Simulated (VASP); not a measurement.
The system is Br.

```
Br
1.0
     3.06000    0.00000    0.00000
     0.00000    3.06000    0.00000
     0.00000    0.00000    3.06000
Br
1
Direct
  0.00000 0.00000 0.00000
```

- Program: VASP 6.6.1
- Task: relaxation of cell and atoms
- Functional: PBE
- Potentials or basis: VASP PAW PBE potentials, release 64 (Br)
- Cutoff: 600 eV
- k mesh: 13 × 13 × 13
- Occupations: fermi-dirac, width 0.02 eV
- Spin: no spin polarisation

At the start: pressure 1.2 GPa; volume 28.65 Å³/atom.

Where does the relaxation end?

Over 3 steps the energy falls by 4.1 meV/atom and the volume is 29.75 Å³/atom (+3.8 %); space group Pm-3m (No. 221, to 0.1 Å) before and after.

Step by step:
```tsv
step	energy change (eV)	largest force (eV/Å)	pressure (GPa)	volume (Å³)
1	0.0000	0.0000	1.25	28.65
2	-0.0040	0.0000	0.17	29.59
3	-0.0041	0.0000	0.05	29.75
```

Final structure:
```
Br
1.0
     3.09865    0.00000    0.00000
     0.00000    3.09865    0.00000
     0.00000    0.00000    3.09865
Br
1
Direct
  0.00000 0.00000 0.00000
```

Caveat: an odd number of electrons without spin polarisation forces a metal; a magnetic or distorted state may lie lower.
